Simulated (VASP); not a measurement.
Write the native input for VASP 6.6.1 that does the following.

```
Task                   : single point
Functional             : PBE
Potentials or basis    : VASP PAW PBE potentials, release 64 (Be, H)
Cutoff                 : 520 eV
k mesh                 : 6 × 6 × 6
Occupations            : gaussian, width 0.1 eV
Spin                   : no spin polarisation
Dipole correction      : no
Further INCAR settings : ALGO = Normal; EDIFF = 1e-06; NBANDS = 17
```

The structure of Be3H lies in POSCAR:

```
Be3H
1.0
    4.3040162515      0.0000000000      0.0000000000
   -2.1520081257      3.7273874121      0.0000000000
    0.0000000000      0.0000000000      3.5861576761
Be H
6 2
Direct
    0.0421390909      0.3353802435      0.2585069049
    0.6646197565      0.7067588474      0.2585069049
    0.2932411526      0.9578609091      0.2585069049
    0.7067588474      0.0421390909      0.7414930951
    0.3353802435      0.2932411526      0.7414930951
    0.9578609091      0.6646197565      0.7414930951
    0.3333333333      0.6666666667      0.0307717431
    0.6666666667      0.3333333333      0.9692282569
```

One way to write it, as run:

INCAR

```
PREC     = Accurate       # precision mode
ENCUT    = 520            # plane-wave cutoff, eV
EDIFF    = 1E-6           # SCF threshold, eV
ISMEAR   = 0              # smearing method
SIGMA    = 0.1            # smearing width, eV
LREAL    = False          # projectors in reciprocal space
LASPH    = True           # aspherical terms in the spheres
NELM     = 60             # most SCF steps
ALGO     = Normal         # electronic algorithm
ISIF     = 2              # what is computed and relaxed
LWAVE    = False          # write WAVECAR
LCHARG   = False          # write CHGCAR
GGA      = PE             # functional
NBANDS   = 17             # bands
```

KPOINTS

```
Automatic mesh
0
Gamma
  6 6 6
```

Potentials or basis: VASP PAW PBE potentials, release 64 (Be, H).

Command:

```bash
$ cat potpaw_PBE.64/Be/POTCAR potpaw_PBE.64/H/POTCAR > POTCAR
$ mpirun -np 1 vasp_std > vasp.out
```

Results of the run:

| Quantity | Value |
| --- | --- |
| Pressure | 0.1 GPa |
| Largest force | 0.039 eV/Å |
| Band gap on the k mesh | zero (band 7 reaches 7.80 eV, above the bottom of band 8 at 4.42 eV) |

Run time: 52 s on 1 thread of Oxide Virtual Turin-like Processor, on a shared host, peak memory 0.15 GiB.
